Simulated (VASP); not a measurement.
# In (R-3m) in VASP: a series of runs

The runs below take In through single point, with PBEsol, LDA, r2SCAN.

All numbers are computed with VASP 6.6.1; they aren't measurements. Logs are shortened: lines on timing, memory, paths and dates and some standing lists are left out, and cuts for length are marked.

## (1) The cell of the first run

It takes space group R-3m (No. 166, trigonal). The conventional cell has a = 3.339 Å, b = 3.339 Å, c = 24.622 Å, α = 90.00°, β = 90.00°, γ = 120.00°. In (site symmetry 3m) has 12 In at 3.34 to 3.35 Å within 4.4 Å. Within 4.4 Å of In (site symmetry -3m) lie 12 In at 3.34 to 3.35 Å.

## (2) Single point, PBEsol

Input file INCAR:

```
SYSTEM = In
  ALGO = Normal
  EDIFF = 1E-6
  ENCUT = 520
  GGA = PS
  ISIF = 2
  ISMEAR = -1
  LASPH = .TRUE.
  LCHARG = .TRUE.
  LELF = .TRUE.
  LREAL = .FALSE.
  LVHAR = .TRUE.
  LWAVE = .FALSE.
  NBANDS = 26
  NELM = 80
  PREC = Accurate
  SIGMA = 0.05
```

Input file KPOINTS:

```
k-points
0
G
  7 7 7
  0 0 0
```

Input file POSCAR:

```
In
1.0
    1.6696368166      0.9639652655      8.2074632500
   -1.6696368166      0.9639652655      8.2074632500
    0.0000000000     -1.9279305310      8.2074632500
In
3
Direct
    0.2219877600      0.2219877600      0.2219877600
    0.7780122400      0.7780122400      0.7780122400
    0.0000000000      0.0000000000      0.0000000000
```

Potentials or basis: VASP PAW PBE potentials, release 64 (In_d).

Started as:

```sh
> cat potpaw_PBE.64/In_d/POTCAR > POTCAR
> mpirun -np 1 vasp_std > vasp.out
```

OUTCAR:

```text
SYSTEM = In
   EDIFF = 1E-6
   ENCUT = 520
   GGA = PS
   ISIF = 2
   ISMEAR = -1
   LASPH = .TRUE.
   LREAL = .FALSE.
   NELM = 80
   PREC = Accurate

 ion  position               nearest neighbor table
   1  0.222  0.222  0.222-   2 3.34   2 3.34   2 3.34   3 3.35   3 3.35   3 3.35
   2  0.778  0.778  0.778-   1 3.34   1 3.34   1 3.34   3 3.35   3 3.35   3 3.35
   3  0.000  0.000  0.000-   2 3.35   1 3.35   2 3.35   2 3.35   1 3.35   1 3.35

  LATTYP: Found a trigonal (rhomboedric) cell.
 ALAT       =     8.4308581492
 COS(alpha) =     0.9215612875

  Lattice vectors:

 A1 = (   1.6696368166,   0.9639652655,   8.2074632500)
 A2 = (  -1.6696368166,   0.9639652655,   8.2074632500)
 A3 = (   0.0000000000,  -1.9279305310,   8.2074632500)

Analysis of symmetry for initial positions (statically):
=====================================================================
 Subroutine PRICEL returns:
 Original cell was already a primitive cell.

 Routine SETGRP: Setting up the symmetry group for a
 trigonal (rhombohedral) supercell.

 Subroutine GETGRP returns: Found 12 space group operations
 (whereof 12 operations were pure point group operations)
 out of a pool of 12 trial point group operations.

The static configuration has the point symmetry D_3d.

Analysis of symmetry for dynamics (positions and initial velocities):
=====================================================================
 Subroutine PRICEL returns:
 Original cell was already a primitive cell.

 Routine SETGRP: Setting up the symmetry group for a
 trigonal (rhombohedral) supercell.

 Subroutine GETGRP returns: Found 12 space group operations
 (whereof 12 operations were pure point group operations)
 out of a pool of 12 trial point group operations.

The dynamic configuration has the point symmetry D_3d.

 Subroutine INISYM returns: Found 12 space group operations
 (whereof 12 operations are pure point group operations),
 and found     1 'primitive' translations

----------------------------------------------------------------------------------------

                                     Primitive cell

  volume of cell :      79.2581

  direct lattice vectors                    reciprocal lattice vectors
     1.669636817  0.963965265  8.207463250     0.299466324  0.172896963  0.040613442
    -1.669636817  0.963965265  8.207463250    -0.299466324  0.172896963  0.040613442
     0.000000000 -1.927930531  8.207463250     0.000000000 -0.345793926  0.040613442

  length of vectors
     8.430858149  8.430858149  8.430858149     0.348170778  0.348170778  0.348170778

  position of ions in fractional coordinates (direct lattice)
     0.221987760  0.221987760  0.221987760
     0.778012240  0.778012240  0.778012240
     0.000000000  0.000000000  0.000000000

  ion indices of the primitive-cell ions
   primitive index   ion index
                 1           1
                 2           2
                 3           3

----------------------------------------------------------------------------------------

 KPOINTS: k-points

Automatic generation of k-mesh.
 Grid dimensions read from file:
 generate k-points for:    7    7    7

 Generating k-lattice:

  Cartesian coordinates                     Fractional coordinates (reciprocal lattice)
     0.042780903  0.024699566  0.005801920     0.142857143  0.000000000 -0.000000000
    -0.042780903  0.024699566  0.005801920     0.000000000  0.142857143 -0.000000000
     0.000000000 -0.049399132  0.005801920    -0.000000000 -0.000000000  0.142857143

  Length of vectors
     0.049738683  0.049738683  0.049738683

  Shift w.r.t. Gamma in fractional coordinates (k-lattice)
     0.000000000  0.000000000  0.000000000

 Subroutine IBZKPT returns following result:
 ===========================================

 Found     44 irreducible k-points:

 Following reciprocal coordinates:
            Coordinates               Weight
  0.000000  0.000000  0.000000      1.000000
  0.142857  0.000000  0.000000      6.000000
  0.285714  0.000000 -0.000000      6.000000
  0.428571  0.000000  0.000000      6.000000
  0.142857  0.142857  0.000000      6.000000
  0.285714  0.142857 -0.000000     12.000000
[... 16 lines left out ...]
  0.285714  0.285714  0.142857      6.000000
  0.428571  0.285714  0.142857     12.000000
 [... further k-points ...]
   k-points           NKPTS =     44   k-points in BZ     NKDIM =     44   number of bands    NBANDS=     26
   number of dos      NEDOS =    301   number of ions     NIONS =      3
   total plane-waves  NPLWV = 262144
   dimension x,y,z NGX =    64 NGY =   64 NGZ =   64
   dimension x,y,z NGXF=   128 NGYF=  128 NGZF=  128
   ions per type =               3
   NGX,Y,Z   is equivalent  to a cutoff of  12.62, 12.62, 12.62 a.u.
   NGXF,Y,Z  is equivalent  to a cutoff of  25.24, 25.24, 25.24 a.u.
 SYSTEM =  In
   PREC   = accura    normal or accurate (medium, high low for compatibility)
   ISTART =      0    job   : 0-new  1-cont  2-samecut
   ICHARG =      2    charge: 1-file 2-atom 10-const
   ISPIN  =      1    spin polarized calculation?
   LNONCOLLINEAR =      F non collinear calculations
   LSORBIT =      F    spin-orbit coupling
   LASPH  =      T    aspherical Exc in radial PAW
   ENCUT  =  520.0 eV  38.22 Ry    6.18 a.u.  15.68 15.68 15.68*2*pi/ulx,y,z
   NELM   =     80;   NELMIN=  2; NELMDL= -5     # of ELM steps
   EDIFF  = 0.1E-05   stopping-criterion for ELM
   LREAL  =      F    real-space projection
   EDIFFG = 0.1E-04   stopping-criterion for IOM
   NSW    =      0    number of steps for IOM
   IBRION =     -1    ionic relax: 0-MD 1-quasi-New 2-CG
   NFREE  =      0    steps in history (QN), initial steepest desc. (CG)
   ISIF   =      2    stress and relaxation
   ISYM   =      2    0-nonsym 1-usesym 2-fastsym
   POTIM  = 0.5000    time-step for ionic-motion
   TEBEG  =    0.0;   TEEND  =   0.0 temperature during run
   PSTRESS=    0.0 pullay stress
   NELECT =      39.0000    total number of electrons
   NUPDOWN=      -1.0000    fix difference up-down
   EMIN   =  10.00;   EMAX   =-10.00  energy-range for DOS
   EFERMI =   0.00;   METHOD = LEGACY
   ISMEAR =    -1;   SIGMA  =   0.05  broadening in eV -4-tet -1-fermi 0-gaus
   EFERMI_NEDOS =   21; number of points for ismear=-14 and -15
   IALGO  =     38    algorithm
   IMIX   =      4    mixing-type and parameters
     AMIX     =   0.40;   BMIX     =  1.00
     AMIX_MAG =   1.60;   BMIX_MAG =  1.00
  volume/ion in A,a.u.               =      26.42       178.29
  Fermi-wavevector in a.u.,A,eV,Ry     =   1.292454  2.442384 22.727687  1.670438
  Thomas-Fermi vector in A             =   2.424161
   LORBIT       =      0    0 simple, 1 ext, 2 COOP (PROOUT), +10 PAW based schemes
   GGA     = PS    functional components
   LHFCALC =     F    Hartree Fock is set to
   AEXX    =    0.0000 exact exchange contribution
   IVDW    =     0    specifies the selected vdW correction
   LEPSILON=     F    determine dielectric tensor
   LRPA    =     F    only Hartree local field effects (RPA)
 non-spin polarized calculation
  energy-cutoff  :      520.00
  volume of cell :       79.26
 maximum number of plane-waves:      2160
   NGX = 31   NGY = 31   NGZ = 31

 number of electron      38.9999997 magnetization

 Free energy of the ion-electron system (eV)
  ---------------------------------------------------
  ext. energy  EPLUGINS =         0.00000000
  ---------------------------------------------------
  free energy    TOTEN  =        -8.94333648 eV

  energy without entropy =       -8.93529456  energy(sigma->0) =       -8.93931552

 E-fermi :   7.1859     XC(G=0): -10.3601

 val. band max:        7.1508302786   @ k =  -0.4286   0.4286   0.0000
 cond. band min:       7.2094865340   @ k =   0.1429   0.1429   0.0000
 fundamental gap:      0.0586562554
 Fermi energy:         7.1858745460

 k-point     1 :       0.0000    0.0000    0.0000
  band No.  band energies     occupation
      1      -7.3409      2.00000
      2      -7.3301      2.00000
      3      -7.2919      2.00000
      4      -7.2876      2.00000
      5      -7.2876      2.00000
      6      -7.2553      2.00000
[... 18 lines left out ...]
     25      17.4873      0.00000
     26      17.5112      0.00000

 k-point     2 :       0.1429    0.0000    0.0000
  band No.  band energies     occupation
      1      -7.3459      2.00000
      2      -7.3287      2.00000
      3      -7.2917      2.00000
      4      -7.2733      2.00000
      5      -7.2463      2.00000
      6      -7.2439      2.00000
[... 18 lines left out ...]
     25      15.5455      0.00000
     26      16.5357      0.00000

 k-point     3 :       0.2857    0.0000   -0.0000
  band No.  band energies     occupation
      1      -7.4078      2.00000
      2      -7.3788      2.00000
      3      -7.3079      2.00000
      4      -7.2830      2.00000
      5      -7.2573      2.00000
      6      -7.2432      2.00000
[... 18 lines left out ...]
     25      13.1907      0.00000
     26      14.8615      0.00000

 k-point     4 :       0.4286    0.0000    0.0000
  band No.  band energies     occupation
      1      -7.4481      2.00000
      2      -7.4236      2.00000
      3      -7.3793      2.00000
      4      -7.3284      2.00000
      5      -7.3120      2.00000
      6      -7.2716      2.00000
[... 18 lines left out ...]
     25      12.1572      0.00000
     26      12.8160      0.00000
[... 496 lines left out ...]
      1      -7.4157      2.00000
      2      -7.3622      2.00000
      3      -7.3020      2.00000
      4      -7.2979      2.00000
      5      -7.2555      2.00000
      6      -7.2377      2.00000
[... 18 lines left out ...]
     25      13.6673      0.00000
     26      14.2534      0.00000

 k-point    23 :       0.2857    0.2857    0.1429
  band No.  band energies     occupation
      1      -7.3519      2.00000
      2      -7.3107      2.00000
      3      -7.2946      2.00000
      4      -7.2736      2.00000
      5      -7.2678      2.00000
      6      -7.2436      2.00000
[... 18 lines left out ...]
     25      15.8867      0.00000
     26      16.0628      0.00000

 k-point    24 :       0.4286    0.2857    0.1429
  band No.  band energies     occupation
      1      -7.3451      2.00000
      2      -7.3297      2.00000
      3      -7.3214      2.00000
      4      -7.2776      2.00000
      5      -7.2531      2.00000
      6      -7.2350      2.00000
[... 18 lines left out ...]
     25      13.0042      0.00000
     26      14.6813      0.00000

 [... further k-points ...]
[... 5 lines left out ...]
  --------------------------------------------------------------------------------------
  -------------------------------------------------------------------------------------
  Total       -0.1260957     -0.1260957     -1.7517983      0.0000000     -0.0000000     -0.0000000
  in kB       -2.5489854     -2.5489854    -35.4120517      0.0000000     -0.0000000     -0.0000000
  external PRESSURE =     -13.5033409 kB  Pullay stress =       0.0000000 kB

 VOLUME and BASIS-vectors are now :
 -----------------------------------------------------------------------------
  energy-cutoff  :      520.00
  volume of cell :       79.26
      direct lattice vectors                 reciprocal lattice vectors
     1.669636817  0.963965265  8.207463250     0.299466324  0.172896963  0.040613442
    -1.669636817  0.963965265  8.207463250    -0.299466324  0.172896963  0.040613442
     0.000000000 -1.927930531  8.207463250     0.000000000 -0.345793926  0.040613442

 POSITION                                       TOTAL-FORCE (eV/Angst)
 -----------------------------------------------------------------------------------
      0.00000      0.00000      5.46587         0.000000     -0.000000     -0.006059
      0.00000      0.00000     19.15652         0.000000     -0.000000      0.006059
      0.00000      0.00000      0.00000         0.000000      0.000000     -0.000000
 -----------------------------------------------------------------------------------
    total drift:                                0.000000      0.000000     -0.000000

  FREE ENERGIE OF THE ION-ELECTRON SYSTEM (eV)
  ---------------------------------------------------
  free  energy   TOTEN  =        -8.9433364795 eV

  energy  without entropy=       -8.9352945626  energy(sigma->0) =       -8.93931552
```

Wall time 3.4 min (1 thread of AMD EPYC 9R45 (Zen 5), shared host); peak memory 0.51 GiB.

Results:

```
Free energy   : -8.9433 eV
Pressure      : -1.4 GPa
Largest force : 0.006 eV/Å
```

Forces on the atoms (eV/Å):
```
In   0.000  0.000 -0.006
In   0.000  0.000  0.006
In   0.000  0.000  0.000
```

Caveat: the PAW data sets were made with another functional, which shifts forces and pressure a little; spin-orbit coupling is left out, which moves the levels of the heavy elements.

## (3) Single point, LDA

Input file INCAR:

```
SYSTEM = In
ALGO = Fast ; EDIFF = 1E-6
ENCUT = 520 ; ISIF = 2
ISMEAR = -1 ; LASPH = .TRUE.
LCHARG = .TRUE. ; LELF = .TRUE.
LREAL = .FALSE. ; LVHAR = .TRUE.
LWAVE = .FALSE. ; NBANDS = 26
NELM = 60 ; PREC = Accurate
SIGMA = 0.05
```

Input file KPOINTS:

```
k-points
0
G
  5 5 5
  0 0 0
```

POSCAR is that of step 2.

Potentials or basis: VASP PAW LDA potentials, release 64 (In_d).

Started as:

```sh
> cat potpaw_LDA.64/In_d/POTCAR > POTCAR
> mpirun -np 1 vasp_std > vasp.out
```

It took 6.9 min on 1 thread of AMD EPYC 7R13 (Zen 3), shared host; peak memory 0.36 GiB.

It converged, with:

```yaml
Free_energy: -9.5948 eV
Pressure: -2.7 GPa
Largest_force: 0.058 eV/Å
```

Forces on the atoms (eV/Å):
```
In   0.000  0.000  0.058
In   0.000  0.000 -0.058
In   0.000  0.000  0.000
```

Stress tensor (GPa, compression positive):
```
-4.52  0.00  0.00
 0.00 -4.52  0.00
 0.00  0.00  1.05
```

Levels at points of the mesh, in eV from the Fermi level:
| k point | band 15 | band 16 | band 17 | band 18 | band 19 | band 20 | band 21 | band 22 | band 23 | band 24 |
| --- | --- | --- | --- | --- | --- | --- | --- | --- | --- | --- |
| (0.00, 0.00, 0.00) | -14.44 | -9.68 | -7.24 | -7.21 | 0.30 | 0.32 | 8.47 | 8.47 | 8.54 | 8.54 |

Caveat: the k points lie up to 0.44 Å⁻¹ apart; spin-orbit coupling is left out, which moves the levels of the heavy elements.

[end of part 1 of 2]
